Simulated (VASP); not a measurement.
Set up this calculation in VASP 6.6.1, as the native input.

* Task: single point
* Functional: LDA
* Potentials or basis: VASP PAW LDA potentials, release 64 (Sn_d, Se)
* Cutoff: 520 eV
* k mesh: 8 × 8 × 8
* Occupations: gaussian, width 0.05 eV
* Spin: no spin polarisation
* Dipole correction: no
* Further INCAR settings: ALGO = Normal; EDIFF = 1e-07; NBANDS = 17

The structure of SnSe lies in POSCAR:

```
SnSe
1.0
    0.0000000000      3.1605000000      3.0100000000
    3.1605000000      0.0000000000      3.0100000000
    3.1605000000      3.1605000000      0.0000000000
Sn Se
1 1
Direct
    0.0000000000      0.0000000000      0.0000000000
    0.5000000000      0.5000000000      0.5000000000
```

This cell differs from its parent crystal: strain +0.050 along x and y, +0.000 along z.

One way to write it, as run:

INCAR

```
SYSTEM = SnSe
PREC = Accurate ; ENCUT = 520
EDIFF = 1E-7 ; ISMEAR = 0
SIGMA = 0.05 ; LREAL = .FALSE.
LASPH = .TRUE. ; NELM = 100
ALGO = Normal ; ISIF = 2
LWAVE = .FALSE. ; LCHARG = .FALSE.
GGA = CA ; NBANDS = 17
```

KPOINTS

```
regular mesh
0
G
  8 8 8
  0 0 0
```

Potentials or basis: VASP PAW LDA potentials, release 64 (Sn_d, Se).

The run is started by

```sh
$ cat potpaw_LDA.64/Sn_d/POTCAR potpaw_LDA.64/Se/POTCAR > POTCAR
$ mpirun -np 1 vasp_std > vasp.out
```

It gave:

| Quantity | Value |
| --- | --- |
| Pressure | -6.6 GPa |
| Band gap on the k mesh | 0.31 eV |

Caveat: the cell differs from its parent crystal (strain +0.050 along x and y, +0.000 along z); the cell stands under tension; spin-orbit coupling is left out, which moves the levels of the heavy elements.

It took 88 s on 1 thread of AMD EPYC 7R13, with other jobs on the host, peak memory 0.17 GiB.
